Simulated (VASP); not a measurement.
The system is In4Ru.

```xyz
5
Lattice="-2.9447 2.9447 3.7626 2.9447 -2.9447 3.7626 2.9447 2.9447 -3.7626" Properties=species:S:1:pos:R:3 pbc="T T T"
In    1.6565    1.6565    3.7626
In    1.2882    1.2882    0.0000
In    1.6565   -1.6565    3.7626
In   -1.6565    1.6565    3.7626
Ru    0.0000    0.0000    3.7626
```

The cell was generated, and may not be a known phase.

| Quantity | Value |
| --- | --- |
| Program | VASP 6.6.1 |
| Task | relaxation of cell and atoms |
| Functional | PBE |
| Potentials or basis | VASP PAW PBE potentials, release 64 (In_d, Ru_pv) |
| Cutoff | 600 eV |
| k mesh | 4 × 4 × 4 |
| Occupations | gaussian, width 0.2 eV |
| Spin | no spin polarisation |

At the start: pressure 22.1 GPa; volume 26.10 Å³/atom.

Problem. Where does the relaxation end?

Solution. Over 16 steps the energy falls by 813.0 meV/atom and the volume is 26.19 Å³/atom (+0.3 %); space group I4/mmm (No. 139, to 0.1 Å) before and after.

The path:
| step | energy change (eV) | largest force (eV/Å) | pressure (GPa) | volume (Å³) |
| --- | --- | --- | --- | --- |
| 1 | 0.0000 | 0.3405 | 22.09 | 130.50 |
| 2 | -1.4697 | 0.7701 | -7.25 | 205.12 |
| 3 | -3.0360 | 0.7889 | -2.63 | 164.30 |
| 4 | -3.0397 | 0.7804 | -2.32 | 163.36 |
| 5 | -3.0404 | 0.7741 | -2.09 | 162.63 |
| 6 | -3.3884 | 0.2801 | -1.99 | 155.60 |
| 7 | -3.7287 | 0.4038 | -1.09 | 145.89 |
| 8 | -3.2445 | 1.8469 | 6.69 | 125.91 |
| 9 | -3.7980 | 0.6675 | -0.43 | 142.22 |
| 10 | -3.8218 | 0.8817 | 0.31 | 139.16 |
| 11 | -3.9040 | 0.6567 | -0.24 | 134.94 |
| 12 | -3.9274 | 0.6881 | -0.34 | 136.29 |
| 13 | -4.0262 | 0.3607 | -0.46 | 134.65 |
| 14 | -4.0595 | 0.0113 | -0.42 | 133.08 |
| 15 | -4.0595 | 0.0089 | -0.44 | 133.14 |
| 16 | -4.0650 | 0.0207 | 0.26 | 130.94 |

Final structure:
```yaml
crystal:
  lattice:
    - [-3.35222, 3.35222, 2.91301]
    - [3.35222, -3.35222, 2.91301]
    - [3.35222, 3.35222, -2.91301]
  atoms:
    - { symbol: In, position: [0.78181, 0.78181, 0.56363] }
    - { symbol: In, position: [0.21819, 0.21819, 0.43637] }
    - { symbol: In, position: [0.21819, 0.78181, 0.00000] }
    - { symbol: In, position: [0.78181, 0.21819, 0.00000] }
    - { symbol: Ru, position: [0.50000, 0.50000, 0.00000] }
```
